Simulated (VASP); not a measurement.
# RuS2 (P-3m1) in VASP: a series of runs

Runs on RuS2. Level: PBEsol. Tasks: single point.

Everything below comes from runs of VASP 6.6.1. Logs are shortened: lines on timing, memory, paths and dates and some standing lists are left out, and cuts for length are marked.

### Step 1. The cell of the first run

The structure is trigonal, space group P-3m1 (No. 164). The conventional cell has a = 3.333 Å, b = 3.333 Å, c = 4.800 Å, α = 90.00°, β = 90.00°, γ = 120.00°. Ru (site symmetry -3m) has 6 S at 2.34 Å within 3.1 Å. Within 3.1 Å of S (site symmetry 3m) lie 3 Ru at 2.34 Å and 3 S at 2.87 Å.

### Step 2. Single point, PBEsol, collinear spin, ferromagnetic start (15.39 Å³/atom)

INCAR

```
PREC     = Accurate       # precision mode
ENCUT    = 520            # plane-wave cutoff, eV
EDIFF    = 1E-6           # SCF threshold, eV
ISMEAR   = 0              # smearing method
SIGMA    = 0.05           # smearing width, eV
LREAL    = F              # projectors in reciprocal space
LASPH    = T              # aspherical terms in the spheres
NELM     = 150            # most SCF steps
ALGO     = Normal         # electronic algorithm
ISIF     = 2              # what is computed and relaxed
LWAVE    = F              # write WAVECAR
LCHARG   = T              # write CHGCAR
ISPIN    = 2              # spin polarisation
MAGMOM   = 0.3 0 0        # initial moments
LORBIT   = 11             # projections on sites
LMAXMIX  = 4              # l up to which the mixer works
GGA      = PS             # functional
LELF     = T              # ELF
LVHAR    = T            
NBANDS   = 24             # bands
```

KPOINTS

```
regular mesh
0
Gamma
  10 10 6
```

POSCAR

```
RuS2
1.0
    3.3326322387      0.0000000000      0.0000000000
   -1.6663161194      2.8861441802      0.0000000000
    0.0000000000      0.0000000000      4.7998974882
Ru S
1 2
Direct
    0.0000000000      0.0000000000      0.0000000000
    0.3333333333      0.6666666667      0.2779207938
    0.6666666667      0.3333333333      0.7220792062
```

Potentials or basis: VASP PAW PBE potentials, release 64 (Ru_pv, S).

The run is started by

```sh
> cat potpaw_PBE.64/Ru_pv/POTCAR potpaw_PBE.64/S/POTCAR > POTCAR
> mpirun -np 1 vasp_std > vasp.out
```

OUTCAR:

```text
PREC = Accurate
   ENCUT = 520
   EDIFF = 1E-6
   ISMEAR = 0
   LREAL = F
   LASPH = T
   NELM = 150
   ISIF = 2
   ISPIN = 2
   LORBIT = 11
   GGA = PS

 ion  position               nearest neighbor table
   1  0.000  0.000  0.000-   2 2.34   3 2.34   3 2.34   2 2.34   3 2.34   2 2.34
   2  0.333  0.667  0.278-   1 2.34   1 2.34   1 2.34
   3  0.667  0.333  0.722-   1 2.34   1 2.34   1 2.34

  LATTYP: Found a hexagonal cell.
 ALAT       =     3.3326322387
 C/A-ratio  =     1.4402721766

  Lattice vectors:

 A1 = (   3.3326322387,   0.0000000000,   0.0000000000)
 A2 = (  -1.6663161194,   2.8861441802,   0.0000000000)
 A3 = (   0.0000000000,   0.0000000000,   4.7998974882)

Analysis of symmetry for initial positions (statically):
=====================================================================
 Subroutine PRICEL returns:
 Original cell was already a primitive cell.

 Routine SETGRP: Setting up the symmetry group for a
 hexagonal supercell.

 Subroutine GETGRP returns: Found 12 space group operations
 (whereof 12 operations were pure point group operations)
 out of a pool of 24 trial point group operations.

The static configuration has the point symmetry D_3d.

Analysis of symmetry for dynamics (positions and initial velocities):
=====================================================================
 Subroutine PRICEL returns:
 Original cell was already a primitive cell.

 Routine SETGRP: Setting up the symmetry group for a
 hexagonal supercell.

 Subroutine GETGRP returns: Found 12 space group operations
 (whereof 12 operations were pure point group operations)
 out of a pool of 24 trial point group operations.

The dynamic configuration has the point symmetry D_3d.

Analysis of structural, dynamic, and magnetic symmetry:
=====================================================================
 Subroutine PRICEL returns:
 Original cell was already a primitive cell.

 Routine SETGRP: Setting up the symmetry group for a
 hexagonal supercell.

 Subroutine GETGRP returns: Found 12 space group operations
 (whereof 12 operations were pure point group operations)
 out of a pool of 24 trial point group operations.

The overall configuration has the point symmetry D_3d.

 Subroutine INISYM returns: Found 12 space group operations
 (whereof 12 operations are pure point group operations),
 and found     1 'primitive' translations

----------------------------------------------------------------------------------------

                                     Primitive cell

  volume of cell :      46.1676

  direct lattice vectors                    reciprocal lattice vectors
     3.332632239  0.000000000  0.000000000     0.300063112  0.173241518  0.000000000
    -1.666316119  2.886144180  0.000000000     0.000000000  0.346483037  0.000000000
     0.000000000  0.000000000  4.799897488     0.000000000  0.000000000  0.208337783

  length of vectors
     3.332632239  3.332632239  4.799897488     0.346483037  0.346483037  0.208337783

  position of ions in fractional coordinates (direct lattice)
     0.000000000  0.000000000  0.000000000
     0.333333333  0.666666667  0.277920794
     0.666666667  0.333333333  0.722079206

  ion indices of the primitive-cell ions
   primitive index   ion index
                 1           1
                 2           2
                 3           3

----------------------------------------------------------------------------------------

 KPOINTS: regular mesh

Automatic generation of k-mesh.
 Grid dimensions read from file:
 generate k-points for:   10   10    6

 Generating k-lattice:

  Cartesian coordinates                     Fractional coordinates (reciprocal lattice)
     0.030006311  0.017324152  0.000000000     0.100000000  0.000000000  0.000000000
     0.000000000  0.034648304  0.000000000     0.000000000  0.100000000  0.000000000
     0.000000000  0.000000000  0.034722964     0.000000000  0.000000000  0.166666667

  Length of vectors
     0.034648304  0.034648304  0.034722964

  Shift w.r.t. Gamma in fractional coordinates (k-lattice)
     0.000000000  0.000000000  0.000000000

 Subroutine IBZKPT returns following result:
 ===========================================

 Found     72 irreducible k-points:

 Following reciprocal coordinates:
            Coordinates               Weight
  0.000000  0.000000  0.000000      1.000000
  0.100000  0.000000  0.000000      6.000000
  0.200000  0.000000  0.000000      6.000000
  0.300000  0.000000  0.000000      6.000000
  0.400000  0.000000  0.000000      6.000000
  0.500000  0.000000  0.000000      3.000000
[... 16 lines left out ...]
  0.000000  0.400000  0.166667      6.000000
  0.500000  0.000000  0.166667      6.000000
 [... further k-points ...]
   k-points           NKPTS =     72   k-points in BZ     NKDIM =     72   number of bands    NBANDS=     24
   number of dos      NEDOS =    301   number of ions     NIONS =      3
   total plane-waves  NPLWV =  28224
   dimension x,y,z NGX =    28 NGY =   28 NGZ =   36
   dimension x,y,z NGXF=    56 NGYF=   56 NGZF=   72
   ions per type =               1   2
   NGX,Y,Z   is equivalent  to a cutoff of  13.97, 13.97, 12.47 a.u.
   NGXF,Y,Z  is equivalent  to a cutoff of  27.94, 27.94, 24.94 a.u.
 SYSTEM =  unknown system
   PREC   = accura    normal or accurate (medium, high low for compatibility)
   ISTART =      0    job   : 0-new  1-cont  2-samecut
   ICHARG =      2    charge: 1-file 2-atom 10-const
   ISPIN  =      2    spin polarized calculation?
   LNONCOLLINEAR =      F non collinear calculations
   LSORBIT =      F    spin-orbit coupling
   LASPH  =      T    aspherical Exc in radial PAW
   ENCUT  =  520.0 eV  38.22 Ry    6.18 a.u.   6.20  6.20  8.92*2*pi/ulx,y,z
   NELM   =    150;   NELMIN=  2; NELMDL= -5     # of ELM steps
   EDIFF  = 0.1E-05   stopping-criterion for ELM
   LREAL  =      F    real-space projection
   EDIFFG = 0.1E-04   stopping-criterion for IOM
   NSW    =      0    number of steps for IOM
   IBRION =     -1    ionic relax: 0-MD 1-quasi-New 2-CG
   NFREE  =      0    steps in history (QN), initial steepest desc. (CG)
   ISIF   =      2    stress and relaxation
   ISYM   =      2    0-nonsym 1-usesym 2-fastsym
   POTIM  = 0.5000    time-step for ionic-motion
   TEBEG  =    0.0;   TEEND  =   0.0 temperature during run
   PSTRESS=    0.0 pullay stress
   NELECT =      26.0000    total number of electrons
   NUPDOWN=      -1.0000    fix difference up-down
   EMIN   =  10.00;   EMAX   =-10.00  energy-range for DOS
   EFERMI =   0.00;   METHOD = LEGACY
   ISMEAR =     0;   SIGMA  =   0.05  broadening in eV -4-tet -1-fermi 0-gaus
   EFERMI_NEDOS =   21; number of points for ismear=-14 and -15
   IALGO  =     38    algorithm
   IMIX   =      4    mixing-type and parameters
     AMIX     =   0.40;   BMIX     =  1.00
     AMIX_MAG =   1.60;   BMIX_MAG =  1.00
  volume/ion in A,a.u.               =      15.39       103.85
  Fermi-wavevector in a.u.,A,eV,Ry     =   1.351928  2.554773 24.867486  1.827709
  Thomas-Fermi vector in A             =   2.479309
   LORBIT       =     11    0 simple, 1 ext, 2 COOP (PROOUT), +10 PAW based schemes
   GGA     = PS    functional components
   LHFCALC =     F    Hartree Fock is set to
   AEXX    =    0.0000 exact exchange contribution
   IVDW    =     0    specifies the selected vdW correction
   LEPSILON=     F    determine dielectric tensor
   LRPA    =     F    only Hartree local field effects (RPA)
 spin polarized calculation
 Gauss-broadening in eV      SIGMA  =   0.05
  energy-cutoff  :      520.00
  volume of cell :       46.17
 maximum number of plane-waves:      1260
 NGX is ok and might be reduce to    28
   NGX = 13   NGY = 13   NGZ = 17

 number of electron      26.0000001 magnetization      -0.4181940

 number of electron      26.0000001 magnetization       0.3624652

 Free energy of the ion-electron system (eV)
  ---------------------------------------------------
  ext. energy  EPLUGINS =         0.00000000
  ---------------------------------------------------
  free energy    TOTEN  =       -19.67319379 eV

  energy without entropy =      -19.66821593  energy(sigma->0) =      -19.67070486

 E-fermi :   8.6192     XC(G=0): -11.8749

 val. band max:        8.6188166125   @ k =   0.3000   0.3000   0.3333
 cond. band min:       8.6358889837   @ k =   0.2000   0.1000   0.1667
 fundamental gap:      0.0170723712
 Fermi energy:         8.6192242223

 spin component 1

 k-point     1 :       0.0000    0.0000    0.0000
  band No.  band energies     occupation
      1     -34.2947      1.00000
      2     -34.1750      1.00000
      3     -34.1750      1.00000
      4      -6.9282      1.00000
      5      -3.5343      1.00000
      6       1.2402      1.00000
[... 16 lines left out ...]
     23      22.5881      0.00000
     24      22.5881      0.00000
[... 598 lines left out ...]
      2     -34.2761      1.00000
      3     -34.2005      1.00000
      4      -4.7501      1.00000
      5      -4.2288      1.00000
      6       1.6071      1.00000
[... 16 lines left out ...]
     23      21.2871      0.00000
     24      23.5096      0.00000

 [... further k-points ...]

 spin component 2

 k-point     1 :       0.0000    0.0000    0.0000
  band No.  band energies     occupation
      1     -34.0883      1.00000
      2     -33.9649      1.00000
      3     -33.9649      1.00000
      4      -6.8899      1.00000
      5      -3.4956      1.00000
      6       1.3079      1.00000
[... 16 lines left out ...]
     23      22.6457      0.00000
     24      22.6457      0.00000
[... 598 lines left out ...]
      2     -34.0687      1.00000
      3     -33.9906      1.00000
      4      -4.7082      1.00000
      5      -4.1882      1.00000
      6       1.6654      1.00000
[... 16 lines left out ...]
     23      21.3315      0.00000
     24      23.5575      0.00000

 [... further k-points ...]
[... 5 lines left out ...]
  --------------------------------------------------------------------------------------
  -------------------------------------------------------------------------------------
  Total        0.8578479      0.8578479      0.8942068     -0.0000000      0.0000000      0.0000000
  in kB       29.7703188     29.7703188     31.0321018     -0.0000000      0.0000000      0.0000000
  external PRESSURE =      30.1909131 kB  Pullay stress =       0.0000000 kB

 VOLUME and BASIS-vectors are now :
 -----------------------------------------------------------------------------
  energy-cutoff  :      520.00
  volume of cell :       46.17
      direct lattice vectors                 reciprocal lattice vectors
     3.332632239  0.000000000  0.000000000     0.300063112  0.173241518  0.000000000
    -1.666316119  2.886144180  0.000000000     0.000000000  0.346483037  0.000000000
     0.000000000  0.000000000  4.799897488     0.000000000  0.000000000  0.208337783

 POSITION                                       TOTAL-FORCE (eV/Angst)
 -----------------------------------------------------------------------------------
      0.00000      0.00000      0.00000         0.000000      0.000000      0.000000
     -0.00000      1.92410      1.33399         0.000000     -0.000000     -0.017704
      1.66632      0.96205      3.46591        -0.000000      0.000000      0.017704
 -----------------------------------------------------------------------------------
    total drift:                               -0.000000     -0.000000     -0.000000

  FREE ENERGIE OF THE ION-ELECTRON SYSTEM (eV)
  ---------------------------------------------------
  free  energy   TOTEN  =       -19.6731937860 eV

  energy  without entropy=      -19.6682159262  energy(sigma->0) =      -19.67070486

 total charge

# of ion       s       p       d       tot
------------------------------------------
    1        0.346   6.306   6.077  12.730
    2        1.358   2.269   0.000   3.627
    3        1.358   2.269   0.000   3.627
--------------------------------------------------
tot          3.061  10.845   6.077  19.983

 magnetization (x)

# of ion       s       p       d       tot
------------------------------------------
    1        0.007   0.005   0.275   0.287
    2        0.001   0.021   0.000   0.022
    3        0.001   0.021   0.000   0.022
--------------------------------------------------
tot          0.009   0.047   0.275   0.331
```

Run time: 2.5 min. Hardware: 1 thread of Intel Xeon 6975P-C (Granite Rapids), shared host; peak memory 0.26 GiB.

What came out:

```yaml
Free_energy: -19.6732 eV
Pressure: 3.0 GPa
Largest_force: 0.018 eV/Å
Net_moment: 0.36 μB per cell
Site_moments: Ru +0.29; S +0.02 μB
Valence_electrons_inside_the_program's_atomic_spheres: Ru 12.73; S 3.63
```

Forces on the atoms (eV/Å):
```
Ru   0.000  0.000  0.000
S    0.000  0.000 -0.018
S    0.000  0.000  0.018
```

Stress tensor (GPa, compression positive):
```
2.98 0.00 0.00
0.00 2.98 0.00
0.00 0.00 3.10
```

Levels at points of the mesh, in eV from the Fermi level:
Spin up:
```
           k point  band 10  band 11  band 12  band 13  band 14  band 15  band 16  band 17
(0.00, 0.00, 0.00)    -1.97    -0.91    -0.30    -0.30     0.89     2.35     2.35     4.81
(0.50, 0.00, 0.00)    -3.54    -2.88    -1.58    -0.76    -0.03     2.77     3.98     7.12
(0.00, 0.00, 0.50)    -2.05    -2.05    -1.07    -1.07     0.49     3.79     3.79     6.66
(0.50, 0.00, 0.50)    -2.17    -1.57    -0.85    -0.78    -0.17     2.03     4.19     5.08
```
Spin down:
```tsv
k point	band 9	band 10	band 11	band 12	band 13	band 14	band 15	band 16	band 17	band 18
(0.00, 0.00, 0.00)	-1.79	-1.79	-0.72	-0.26	-0.26	0.92	2.44	2.44	4.83	7.83
(0.50, 0.00, 0.00)	-4.26	-3.51	-2.84	-1.44	-0.52	0.19	2.87	4.07	7.16	7.62
(0.00, 0.00, 0.50)	-3.31	-1.87	-1.87	-1.03	-1.03	0.61	3.88	3.88	6.69	8.56
(0.50, 0.00, 0.50)	-4.01	-2.01	-1.53	-0.82	-0.54	0.07	2.12	4.29	5.11	7.36
```

Caveat: the cell stands under pressure; a moment this small can come from the mesh or the smearing; the PAW data sets were made with another functional, which shifts forces and pressure a little.

### Step 3. Single point, PBEsol, collinear spin, ferromagnetic start (15.71 Å³/atom)

This run uses another cell than the first one, of 15.71 Å³/atom.

INCAR

```
PREC     = Accurate       # precision mode
ENCUT    = 520            # plane-wave cutoff, eV
EDIFF    = 1E-7           # SCF threshold, eV
ISMEAR   = 0              # smearing method
SIGMA    = 0.05           # smearing width, eV
LREAL    = F              # projectors in reciprocal space
LASPH    = T              # aspherical terms in the spheres
NELM     = 150            # most SCF steps
ALGO     = Normal         # electronic algorithm
ISIF     = 2              # what is computed and relaxed
LWAVE    = F              # write WAVECAR
LCHARG   = F              # write CHGCAR
ISPIN    = 2              # spin polarisation
MAGMOM   = 0.29 0 0       # initial moments
LORBIT   = 11             # projections on sites
LMAXMIX  = 4              # l up to which the mixer works
GGA      = PS             # functional
NBANDS   = 24             # bands
```

KPOINTS

```
Automatic mesh
0
Gamma
  10 10 6
```

POSCAR

```
RuS2
1.0
    3.3526862660      0.0000000000      0.0000000000
   -1.6763431330      2.9035114773      0.0000000000
    0.0000000000      0.0000000000      4.8414534054
Ru S
1 2
Direct
    0.0000000000      0.0000000000      0.0000000000
    0.3333333333      0.6666666667      0.2737950299
    0.6666666667      0.3333333333      0.7262049701
```

Potentials or basis: VASP PAW PBE potentials, release 64 (Ru_pv, S).

The run is started by

```sh
> cat potpaw_PBE.64/Ru_pv/POTCAR potpaw_PBE.64/S/POTCAR > POTCAR
> mpirun -np 1 vasp_std > vasp.out
```

Run time: 90 s. Hardware: 1 thread of Intel Xeon 6975P-C (Granite Rapids), shared host; peak memory 0.27 GiB.

The run converged. Its results:

```yaml
Free_energy: -19.6875 eV
Pressure: 1.3 GPa
Largest_force: 0.018 eV/Å
Net_moment: 0.40 μB per cell
Site_moments: Ru +0.31; S +0.03 μB
Valence_electrons_inside_the_program's_atomic_spheres: Ru 12.71; S 3.62
```

Forces in eV/Å, atoms in the order of the input:
```
Ru   0.000  0.000  0.000
S    0.000  0.000 -0.018
S    0.000  0.000  0.018
```

Stress tensor (GPa, compression positive):
```
1.30 0.00 0.00
0.00 1.30 0.00
0.00 0.00 1.40
```

Levels at points of the mesh, in eV from the Fermi level:
Spin up:
```
           k point  band 10  band 11  band 12  band 13  band 14  band 15  band 16  band 17
(0.00, 0.00, 0.00)    -1.96    -0.84    -0.32    -0.32     0.81     2.46     2.46     4.88
(0.50, 0.00, 0.00)    -3.55    -2.79    -1.52    -0.78    -0.09     2.77     3.91     7.10
(0.00, 0.00, 0.50)    -2.02    -2.02    -1.01    -1.01     0.47     3.75     3.75     6.59
(0.50, 0.00, 0.50)    -2.09    -1.63    -0.89    -0.80    -0.22     2.13     4.10     5.18
```
Spin down:
```csv
k point,band 10,band 11,band 12,band 13,band 14,band 15,band 16,band 17
"(0.00, 0.00, 0.00)",-1.76,-0.63,-0.27,-0.27,0.84,2.56,2.56,4.91
"(0.50, 0.00, 0.00)",-3.51,-2.74,-1.37,-0.52,0.15,2.89,4.00,7.14
"(0.00, 0.00, 0.50)",-1.82,-1.82,-0.96,-0.96,0.61,3.85,3.85,6.63
"(0.50, 0.00, 0.50)",-1.91,-1.57,-0.85,-0.55,0.03,2.23,4.21,5.20
```

Caveat: a moment this small can come from the mesh or the smearing; the PAW data sets were made with another functional, which shifts forces and pressure a little.

[end of part 1 of 2]
